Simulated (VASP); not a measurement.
HfN, 2 atoms in the cell. Symmetry: Pm-3m, No. 221, cubic system. The conventional cell has a = 2.825 Å, b = 2.825 Å, c = 2.825 Å, α = 90.00°, β = 90.00°, γ = 90.00°. Within 3.2 Å of Hf (site symmetry m-3m) lie 8 N at 2.45 Å and 6 Hf at 2.83 Å. N (site symmetry m-3m) has 8 Hf at 2.45 Å and 6 N at 2.83 Å within 3.2 Å. 

```yaml
Program: VASP 6.6.1
Task: vibrations by perturbation theory
Functional: PBE
Potentials_or_basis: VASP PAW PBE potentials, release 64 (Hf_pv, N)
Cutoff: 520 eV
k_mesh: 9 × 9 × 9
Occupations: fermi-dirac, width 0.05 eV
Spin: no spin polarisation
Dipole_correction: no
Further_INCAR_settings: ALGO = Normal; EDIFF = 1e-08; NBANDS = 14; IBRION = 8; NSW = 1
```

Potentials or basis: VASP PAW PBE potentials, release 64 (Hf_pv, N).

Launch:

```console
$ cat potpaw_PBE.64/Hf_pv/POTCAR potpaw_PBE.64/N/POTCAR > POTCAR
$ mpirun -np 1 vasp_std > vasp.out
```

Hardware: 1 thread of Intel(R) Xeon(R) Platinum 8488C (Sapphire Rapids), with other jobs on the host.

How long does it take, and how much memory?

Wall time 53 s on 1 thread of Intel(R) Xeon(R) Platinum 8488C (Sapphire Rapids) (shared host), peak memory 0.19 GiB. Counts: scf iterations 50, k points 35.
